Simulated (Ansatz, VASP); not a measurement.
**One calculation of SnTe2, two programs**

Contents of INCAR:

```
PREC     = Accurate       # precision mode
ENCUT    = 500            # plane-wave cutoff, eV
EDIFF    = 1E-6           # SCF threshold, eV
ISMEAR   = 0              # smearing method
SIGMA    = 0.05           # smearing width, eV
LREAL    = False          # projectors in reciprocal space
LASPH    = True           # aspherical terms in the spheres
NELM     = 120            # most SCF steps
ALGO     = Normal         # electronic algorithm
ISIF     = 2              # what is computed and relaxed
LWAVE    = False          # write WAVECAR
LCHARG   = True           # write CHGCAR
GGA      = PE             # functional
LELF     = True           # ELF
LVHAR    = True         
NBANDS   = 20             # bands
GGA_COMPAT= False
```

File KPOINTS:

```
regular mesh
0
Gamma
  4 4 4
```

Contents of POSCAR:

```
SnTe2
1.0
    0.0000000000      3.7956217425      3.7956217425
    3.7956217425      0.0000000000      3.7956217425
    3.7956217425      3.7956217425      0.0000000000
Sn Te
1 2
Direct
    0.0000000000      0.0000000000      0.0000000000
    0.2500000000      0.2500000000      0.2500000000
    0.7500000000      0.7500000000      0.7500000000
```

Input for Ansatz:

```yaml
crystal:
  lattice:
    - [0.0, 3.7956217425, 3.7956217425]
    - [3.7956217425, 0.0, 3.7956217425]
    - [3.7956217425, 3.7956217425, 0.0]
  atoms:
    - { symbol: Sn, position: [0.0, 0.0, 0.0] }
    - { symbol: Te, position: [0.25, 0.25, 0.25] }
    - { symbol: Te, position: [0.75, 0.75, 0.75] }
basis:
  ecutwfc: 420
kpoints:
  mp_grid: { grid: [4, 4, 4] }
hamiltonian:
  xc: pbe
scf:
  occupations: { method: gaussian, width: 0.05 }
output:
  forces: true
  stress: true
  eigenvalues: true
```

Alike in both runs: task single point; functional PBE; k mesh 4 × 4 × 4; occupations gaussian, width 0.05 eV; no spin polarisation.

```csv
,VASP,Ansatz
version,VASP 6.6.1,Ansatz 0.2.0
potentials or method,"VASP PAW PBE potentials, release 64 (Sn_d, Te), cutoff 500 eV","scalar-relativistic, plane waves, PAW"
valence electrons in the cell,26,46
```

|  | VASP | Ansatz | Ansatz less VASP |
| --- | --- | --- | --- |
| gap on the k mesh at the Fermi level (eV) | none | none | - |
| pressure (GPa) | -1.6 | -1.6 | +0.02 |

A gap of «none» marks a metal or a gap that the smearing closes. VASP's potentials hold 26 valence electrons a cell and Ansatz's 46, so a difference there can come from the potentials and not from the codes.

Neither program's run includes spin-orbit coupling.
